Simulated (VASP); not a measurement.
# BaTiO3 (P4mm) in VASP: further runs

Runs on BaTiO3. Level: r2SCAN. Tasks: single point.

Everything below comes from runs of VASP 6.6.1. Logs are shortened: lines on timing, memory, paths and dates and some standing lists are left out, and cuts for length are marked.

## Step 1: The cell of the first run

It takes space group P4mm (No. 99, tetragonal). Conventional cell: a = 4.051 Å, b = 4.051 Å, c = 4.013 Å, α = 90.00°, β = 90.00°, γ = 90.00°. Within 3.7 Å of Ba (site symmetry 4mm) lie 12 O at 2.81 to 2.90 Å and 8 Ti at 3.46 to 3.53 Å. Ti (site symmetry 4mm) has 6 O at 1.83 to 2.18 Å within 2.4 Å. O (site symmetry 2mm) has 2 Ti at 2.03 Å and 4 Ba at 2.81 to 2.90 Å and 8 O at 2.82 to 2.89 Å within 2.9 Å. Within 2.4 Å of O (site symmetry 4mm) lie 2 Ti at 1.83 to 2.18 Å.

## Step 2: Single point, r2SCAN (epitaxial xy strain +2.0%)

File POSCAR:

```
BaTiO3
1.0
    4.0514814922      0.0000000000      0.0000000000
    0.0000000000      4.0514814922      0.0000000000
    0.0000000000      0.0000000000      4.0125839363
Ba Ti O
1 1 3
Direct
    0.5000000000      0.5000000000      0.5807531748
    0.0000000000      0.0000000000      0.0960831836
    0.0000000000      0.5000000000      0.0652048700
    0.5000000000      0.0000000000      0.0652048700
    0.0000000000      0.0000000000      0.5527508916
```

File INCAR.step1:

```
ALGO = Normal ; EDIFF = 1E-4
ENCUT = 520 ; GGA = PE
ISMEAR = 0 ; LASPH = T
LCHARG = F ; LREAL = F
LWAVE = T ; NBANDS = 28
NELM = 80 ; PREC = Accurate
SIGMA = 0.01
```

File INCAR.step2:

```
ALGO = Normal ; EDIFF = 1E-6
ENCUT = 520 ; ISIF = 2
ISMEAR = 0 ; ISTART = 1
LASPH = T ; LCHARG = F
LMIXTAU = T ; LREAL = F
LWAVE = F ; METAGGA = R2SCAN
NBANDS = 28 ; NELM = 80
PREC = Accurate ; SIGMA = 0.01
```

File KPOINTS:

```
k-points
0
Gamma
  6 6 6
```

Potentials or basis: VASP PAW PBE potentials, release 64 (Ba_sv, Ti_sv, O).

Started as:

```console
> cat potpaw_PBE.64/Ba_sv/POTCAR potpaw_PBE.64/Ti_sv/POTCAR potpaw_PBE.64/O/POTCAR > POTCAR
> cp INCAR.step1 INCAR
> mpirun -np 1 vasp_std > vasp.out
> cp INCAR.step2 INCAR
> mpirun -np 1 vasp_std > vasp.out
```

OUTCAR:

```text
EDIFF = 1E-6
   ENCUT = 520
   ISIF = 2
   ISMEAR = 0
   ISTART = 1
   LASPH = T
   LREAL = F
   METAGGA = R2SCAN
   NELM = 80
   PREC = Accurate

 ion  position               nearest neighbor table
   1  0.500  0.500  0.581-   3 2.81   4 2.81   4 2.81   3 2.81   5 2.87   5 2.87   5 2.87   5 2.87
                             3 2.90   4 2.90   3 2.90   4 2.90   2 3.46   2 3.46   2 3.46   2 3.46
   2  0.000  0.000  0.096-   5 1.83   4 2.03   3 2.03   3 2.03   4 2.03   5 2.18   1 3.46   1 3.46
                             1 3.46   1 3.46   1 3.53   1 3.53   1 3.53   1 3.53
   3  0.000  0.500  0.065-   2 2.03   2 2.03   1 2.81   1 2.81   1 2.90   1 2.90
   4  0.500  0.000  0.065-   2 2.03   2 2.03   1 2.81   1 2.81   1 2.90   1 2.90
   5  0.000  0.000  0.553-   2 1.83   2 2.18   1 2.87   1 2.87   1 2.87   1 2.87

  LATTYP: Found a simple tetragonal cell.
 ALAT       =     4.0514814922
 C/A-ratio  =     0.9903991772

  Lattice vectors:

 A1 = (   4.0514814922,   0.0000000000,   0.0000000000)
 A2 = (   0.0000000000,   4.0514814922,   0.0000000000)
 A3 = (   0.0000000000,   0.0000000000,   4.0125839363)

Analysis of symmetry for initial positions (statically):
=====================================================================
 Subroutine PRICEL returns:
 Original cell was already a primitive cell.

 Routine SETGRP: Setting up the symmetry group for a
 simple tetragonal supercell.

 Subroutine GETGRP returns: Found  8 space group operations
 (whereof  8 operations were pure point group operations)
 out of a pool of 16 trial point group operations.

The static configuration has the point symmetry C_4v.

Analysis of symmetry for dynamics (positions and initial velocities):
=====================================================================
 Subroutine PRICEL returns:
 Original cell was already a primitive cell.

 Routine SETGRP: Setting up the symmetry group for a
 simple tetragonal supercell.

 Subroutine GETGRP returns: Found  8 space group operations
 (whereof  8 operations were pure point group operations)
 out of a pool of 16 trial point group operations.

The dynamic configuration has the point symmetry C_4v.

 Subroutine INISYM returns: Found  8 space group operations
 (whereof  8 operations are pure point group operations),
 and found     1 'primitive' translations

----------------------------------------------------------------------------------------

                                     Primitive cell

  volume of cell :      65.8646

  direct lattice vectors                    reciprocal lattice vectors
     4.051481492  0.000000000  0.000000000     0.246823292  0.000000000  0.000000000
     0.000000000  4.051481492  0.000000000     0.000000000  0.246823292  0.000000000
     0.000000000  0.000000000  4.012583936     0.000000000  0.000000000  0.249215971

  length of vectors
     4.051481492  4.051481492  4.012583936     0.246823292  0.246823292  0.249215971

  position of ions in fractional coordinates (direct lattice)
     0.500000000  0.500000000  0.580753175
     0.000000000  0.000000000  0.096083184
     0.000000000  0.500000000  0.065204870
     0.500000000  0.000000000  0.065204870
     0.000000000  0.000000000  0.552750892

  ion indices of the primitive-cell ions
   primitive index   ion index
                 1           1
                 2           2
                 3           3
                 4           4
                 5           5

----------------------------------------------------------------------------------------

 KPOINTS: k-points

Automatic generation of k-mesh.
 Grid dimensions read from file:
 generate k-points for:    6    6    6

 Generating k-lattice:

  Cartesian coordinates                     Fractional coordinates (reciprocal lattice)
     0.041137215  0.000000000  0.000000000     0.166666667  0.000000000  0.000000000
     0.000000000  0.041137215  0.000000000     0.000000000  0.166666667  0.000000000
     0.000000000  0.000000000  0.041535995     0.000000000  0.000000000  0.166666667

  Length of vectors
     0.041137215  0.041137215  0.041535995

  Shift w.r.t. Gamma in fractional coordinates (k-lattice)
     0.000000000  0.000000000  0.000000000

 Subroutine IBZKPT returns following result:
 ===========================================

 Found     40 irreducible k-points:

 Following reciprocal coordinates:
            Coordinates               Weight
  0.000000  0.000000  0.000000      1.000000
  0.166667  0.000000  0.000000      4.000000
  0.333333  0.000000  0.000000      4.000000
  0.500000  0.000000  0.000000      2.000000
  0.166667  0.166667  0.000000      4.000000
  0.333333  0.166667  0.000000      8.000000
[... 16 lines left out ...]
  0.333333  0.000000  0.333333      8.000000
  0.500000  0.000000  0.333333      4.000000
 [... further k-points ...]
   k-points           NKPTS =     40   k-points in BZ     NKDIM =     40   number of bands    NBANDS=     28
   number of dos      NEDOS =    301   number of ions     NIONS =      5
   total plane-waves  NPLWV =  27000
   dimension x,y,z NGX =    30 NGY =   30 NGZ =   30
   dimension x,y,z NGXF=    60 NGYF=   60 NGZF=   60
   ions per type =               1   1   3
   NGX,Y,Z   is equivalent  to a cutoff of  12.31, 12.31, 12.43 a.u.
   NGXF,Y,Z  is equivalent  to a cutoff of  24.62, 24.62, 24.86 a.u.
 SYSTEM =  unknown system
   PREC   = accura    normal or accurate (medium, high low for compatibility)
   ISTART =      1    job   : 0-new  1-cont  2-samecut
   ICHARG =      0    charge: 1-file 2-atom 10-const
   ISPIN  =      1    spin polarized calculation?
   LNONCOLLINEAR =      F non collinear calculations
   LSORBIT =      F    spin-orbit coupling
   LASPH  =      T    aspherical Exc in radial PAW
   ENCUT  =  520.0 eV  38.22 Ry    6.18 a.u.   7.53  7.53  7.46*2*pi/ulx,y,z
   NELM   =     80;   NELMIN=  2; NELMDL=  0     # of ELM steps
   EDIFF  = 0.1E-05   stopping-criterion for ELM
   LREAL  =      F    real-space projection
   EDIFFG = 0.1E-04   stopping-criterion for IOM
   NSW    =      0    number of steps for IOM
   IBRION =     -1    ionic relax: 0-MD 1-quasi-New 2-CG
   NFREE  =      0    steps in history (QN), initial steepest desc. (CG)
   ISIF   =      2    stress and relaxation
   ISYM   =      2    0-nonsym 1-usesym 2-fastsym
   POTIM  = 0.5000    time-step for ionic-motion
   TEBEG  =    0.0;   TEEND  =   0.0 temperature during run
   PSTRESS=    0.0 pullay stress
   NELECT =      40.0000    total number of electrons
   NUPDOWN=      -1.0000    fix difference up-down
   EMIN   =  10.00;   EMAX   =-10.00  energy-range for DOS
   EFERMI =   0.00;   METHOD = LEGACY
   ISMEAR =     0;   SIGMA  =   0.01  broadening in eV -4-tet -1-fermi 0-gaus
   EFERMI_NEDOS =   21; number of points for ismear=-14 and -15
   IALGO  =     38    algorithm
   IMIX   =      4    mixing-type and parameters
     AMIX     =   0.40;   BMIX     =  1.00
     AMIX_MAG =   1.60;   BMIX_MAG =  1.00
  volume/ion in A,a.u.               =      13.17        88.90
  Fermi-wavevector in a.u.,A,eV,Ry     =   1.386365  2.619850 26.150500  1.922008
  Thomas-Fermi vector in A             =   2.510688
   LORBIT       =      0    0 simple, 1 ext, 2 COOP (PROOUT), +10 PAW based schemes
   METAGGA = R2SCAN    functional components
   LHFCALC =     F    Hartree Fock is set to
   AEXX    =    0.0000 exact exchange contribution
   IVDW    =     0    specifies the selected vdW correction
   LEPSILON=     F    determine dielectric tensor
   LRPA    =     F    only Hartree local field effects (RPA)
 non-spin polarized calculation
 Gauss-broadening in eV      SIGMA  =   0.01
  energy-cutoff  :      520.00
  volume of cell :       65.86
 maximum number of plane-waves:      1795
   NGX = 15   NGY = 15   NGZ = 15

 number of electron      39.9999982 magnetization

 Free energy of the ion-electron system (eV)
  ---------------------------------------------------
  ext. energy  EPLUGINS =         0.00000000
  ---------------------------------------------------
  free energy    TOTEN  =       -74.23334034 eV

  energy without entropy =      -74.23334034  energy(sigma->0) =      -74.23334034

 E-fermi :   3.5788     XC(G=0): -11.7562

 val. band max:        3.3810006965   @ k =   0.5000   0.5000   0.5000
 cond. band min:       5.5217439529   @ k =   0.0000   0.0000   0.0000
 fundamental gap:      2.1407432564
 Fermi energy:         3.5788344917

 k-point     1 :       0.0000    0.0000    0.0000
  band No.  band energies     occupation
      1     -55.4957      2.00000
      2     -30.7242      2.00000
      3     -30.6352      2.00000
      4     -30.6352      2.00000
      5     -22.2337      2.00000
      6     -14.5153      2.00000
[... 20 lines left out ...]
     27       8.9071      0.00000
     28      11.2896      0.00000

 k-point     2 :       0.1667    0.0000    0.0000
  band No.  band energies     occupation
      1     -55.4954      2.00000
      2     -30.7238      2.00000
      3     -30.6474      2.00000
      4     -30.6348      2.00000
      5     -22.2069      2.00000
      6     -14.5484      2.00000
[... 20 lines left out ...]
     27       9.4191      0.00000
     28      11.9221      0.00000

 k-point     3 :       0.3333    0.0000    0.0000
  band No.  band energies     occupation
      1     -55.4950      2.00000
      2     -30.7229      2.00000
      3     -30.6717      2.00000
      4     -30.6339      2.00000
      5     -22.1523      2.00000
      6     -14.6609      2.00000
[... 20 lines left out ...]
     27      10.6277      0.00000
     28      12.1964      0.00000

 k-point     4 :       0.5000    0.0000    0.0000
  band No.  band energies     occupation
      1     -55.4947      2.00000
      2     -30.7225      2.00000
      3     -30.6838      2.00000
      4     -30.6335      2.00000
      5     -22.1245      2.00000
      6     -14.7304      2.00000
[... 578 lines left out ...]
     27      11.1410      0.00000
     28      12.4336      0.00000

 k-point    23 :       0.3333    0.0000    0.3333
  band No.  band energies     occupation
      1     -55.4942      2.00000
      2     -30.7645      2.00000
      3     -30.6697      2.00000
      4     -30.6325      2.00000
      5     -22.0882      2.00000
      6     -14.2997      2.00000
[... 20 lines left out ...]
     27      12.2725      0.00000
     28      12.5054      0.00000

 k-point    24 :       0.5000    0.0000    0.3333
  band No.  band energies     occupation
      1     -55.4939      2.00000
      2     -30.7639      2.00000
      3     -30.6815      2.00000
      4     -30.6321      2.00000
      5     -22.0680      2.00000
      6     -14.2852      2.00000
[... 20 lines left out ...]
     27      12.0584      0.00000
     28      13.3460      0.00000

 [... further k-points ...]

------------------------ aborting loop because EDIFF is reached ----------------------------------------

  FORCE on cell =-STRESS in cart. coord.  units (eV):
  Direction    XX          YY          ZZ          XY          YZ          ZX
  --------------------------------------------------------------------------------------
  -------------------------------------------------------------------------------------
  Total       -1.5566860     -1.5566860      0.8366422      0.0000000      0.0000000      0.0000000
  in kB      -37.8669010    -37.8669010     20.3515977      0.0000000      0.0000000      0.0000000
  external PRESSURE =     -18.4607348 kB  Pullay stress =       0.0000000 kB

 VOLUME and BASIS-vectors are now :
 -----------------------------------------------------------------------------
  energy-cutoff  :      520.00
  volume of cell :       65.86
      direct lattice vectors                 reciprocal lattice vectors
     4.051481492  0.000000000  0.000000000     0.246823292  0.000000000  0.000000000
     0.000000000  4.051481492  0.000000000     0.000000000  0.246823292  0.000000000
     0.000000000  0.000000000  4.012583936     0.000000000  0.000000000  0.249215971

 POSITION                                       TOTAL-FORCE (eV/Angst)
 -----------------------------------------------------------------------------------
      2.02574      2.02574      2.33032         0.000000      0.000000     -0.021223
      0.00000      0.00000      0.38554         0.000000     -0.000000     -0.153271
      0.00000      2.02574      0.26164         0.000000     -0.000000      0.013480
      2.02574      0.00000      0.26164         0.000000     -0.000000      0.013480
      0.00000      0.00000      2.21796         0.000000     -0.000000      0.147534
 -----------------------------------------------------------------------------------
    total drift:                                0.000000     -0.000000     -0.007359

  FREE ENERGIE OF THE ION-ELECTRON SYSTEM (eV)
  ---------------------------------------------------
  free  energy   TOTEN  =       -74.2333403425 eV

  energy  without entropy=      -74.2333403425  energy(sigma->0) =      -74.23334034
```

Run time: 9.3 min. Hardware: 1 thread of Intel Xeon 8259CL, shared host; peak memory 0.22 GiB.

Results:

- Free energy: -74.2333 eV
- Pressure: -1.8 GPa
- Largest force: 0.153 eV/Å
- Band gap on the k mesh: 2.14 eV (least direct gap 2.50 eV)

Forces on the atoms (eV/Å):
```
Ba   0.000  0.000 -0.021
Ti   0.000  0.000 -0.153
O    0.000  0.000  0.013
O    0.000  0.000  0.013
O    0.000  0.000  0.148
```

Levels at points of the mesh, in eV from the valence-band top:
| k point | band 18 | band 19 | band 20 | band 21 | band 22 | band 23 |
| --- | --- | --- | --- | --- | --- | --- |
| (0.00, 0.00, 0.00) | -0.45 | -0.36 | -0.36 | 2.14 | 2.50 | 2.50 |
| (0.50, 0.00, 0.00) | -1.58 | -1.10 | -0.99 | 2.60 | 3.73 | 3.80 |
| (0.50, 0.50, 0.00) | -1.17 | -1.17 | -0.09 | 3.83 | 3.83 | 4.18 |
| (0.00, 0.00, 0.50) | -1.87 | -0.73 | -0.73 | 2.30 | 3.98 | 3.98 |
| (0.50, 0.00, 0.50) | -0.89 | -0.87 | -0.22 | 3.76 | 3.98 | 4.27 |
| (0.50, 0.50, 0.50) | -0.13 | -0.13 | 0.00 | 4.39 | 4.49 | 4.49 |

Caveat: the cell differs from its parent crystal (epitaxial xy strain +2.0%); the stress differs along the axes, from -4 to 2 GPa; the PAW data sets were made with another functional, which shifts forces and pressure a little; spin-orbit coupling is left out, which moves the levels of the heavy elements. A k mesh can miss the band edges.

## Step 3: Single point, r2SCAN (epitaxial xy strain +3.0%)

File POSCAR:

```
BaTiO3
1.0
    4.0912018989      0.0000000000      0.0000000000
    0.0000000000      4.0912018989      0.0000000000
    0.0000000000      0.0000000000      3.9728659414
Ba Ti O
1 1 3
Direct
    0.5000000000      0.5000000000      0.5790667284
    0.0000000000      0.0000000000      0.0930533304
    0.0000000000      0.5000000000      0.0662018466
    0.5000000000      0.0000000000      0.0662018466
    0.0000000000      0.0000000000      0.5554732380
```

File INCAR.step1:

```
SYSTEM = BaTiO3
PREC     = Accurate       ! precision mode
ENCUT    = 520            ! plane-wave cutoff, eV
ISMEAR   = 0              ! smearing method
SIGMA    = 0.01           ! smearing width, eV
LREAL    = .False.        ! projectors in reciprocal space
LASPH    = .True.         ! aspherical terms in the spheres
NELM     = 80             ! most SCF steps
NBANDS   = 28             ! bands
GGA      = PE             ! functional
ALGO     = Normal         ! electronic algorithm
EDIFF    = 1E-4           ! SCF threshold, eV
LWAVE    = .True.         ! write WAVECAR
LCHARG   = .False.        ! write CHGCAR
```

File INCAR.step2:

```
SYSTEM = BaTiO3
PREC     = Accurate       ! precision mode
ENCUT    = 520            ! plane-wave cutoff, eV
EDIFF    = 1E-6           ! SCF threshold, eV
ISMEAR   = 0              ! smearing method
SIGMA    = 0.01           ! smearing width, eV
LREAL    = .False.        ! projectors in reciprocal space
LASPH    = .True.         ! aspherical terms in the spheres
NELM     = 80             ! most SCF steps
ALGO     = Normal         ! electronic algorithm
ISIF     = 2              ! what is computed and relaxed
LWAVE    = .False.        ! write WAVECAR
LCHARG   = .False.        ! write CHGCAR
METAGGA  = R2SCAN         ! meta-GGA
LMIXTAU  = .True.       
NBANDS   = 28             ! bands
ISTART   = 1
```

File KPOINTS:

```
Automatic mesh
0
Gamma
  6 6 6
  0 0 0
```

Potentials or basis: VASP PAW PBE potentials, release 64 (Ba_sv, Ti_sv, O).

Started as:

```console
> cat potpaw_PBE.64/Ba_sv/POTCAR potpaw_PBE.64/Ti_sv/POTCAR potpaw_PBE.64/O/POTCAR > POTCAR
> cp INCAR.step1 INCAR
> mpirun -np 1 vasp_std > vasp.out
> cp INCAR.step2 INCAR
> mpirun -np 1 vasp_std > vasp.out
```

Wall time 8.2 min (1 thread of Intel Xeon 8259CL, shared host); peak memory 0.22 GiB.

It converged, with:

* Free energy: -74.1883 eV
* Pressure: -3.6 GPa
* Largest force: 0.145 eV/Å
* Band gap on the k mesh: 2.10 eV (least direct gap 2.41 eV)

Forces on the atoms (eV/Å):
```
Ba   0.000  0.000 -0.012
Ti   0.000  0.000 -0.145
O    0.000  0.000  0.007
O    0.000  0.000  0.007
O    0.000  0.000  0.144
```

Stress tensor (GPa, compression positive):
```
-6.39  0.00  0.00
 0.00 -6.39  0.00
 0.00  0.00  2.00
```

Levels at points of the mesh, in eV from the valence-band top:
```tsv
k point	band 17	band 18	band 19	band 20	band 21	band 22	band 23	band 24
(0.00, 0.00, 0.00)	-0.99	-0.35	-0.31	-0.31	2.10	2.42	2.42	3.95
(0.50, 0.00, 0.00)	-1.62	-1.50	-0.97	-0.91	2.52	3.65	3.71	4.22
(0.50, 0.50, 0.00)	-1.87	-1.21	-1.21	-0.10	3.73	3.73	4.07	5.04
(0.00, 0.00, 0.50)	-1.83	-1.80	-0.72	-0.72	2.27	3.95	4.01	4.01
(0.50, 0.00, 0.50)	-1.75	-0.81	-0.80	-0.15	3.67	4.02	4.27	4.82
(0.50, 0.50, 0.50)	-2.19	-0.05	-0.05	0.00	4.29	4.48	4.48	6.94
```

Caveat: the cell differs from its parent crystal (epitaxial xy strain +3.0%); the stress differs along the axes, from -6 to 2 GPa; the PAW data sets were made with another functional, which shifts forces and pressure a little; spin-orbit coupling is left out, which moves the levels of the heavy elements. A k mesh can miss the band edges.

(Part 1 of 2 ends here.)
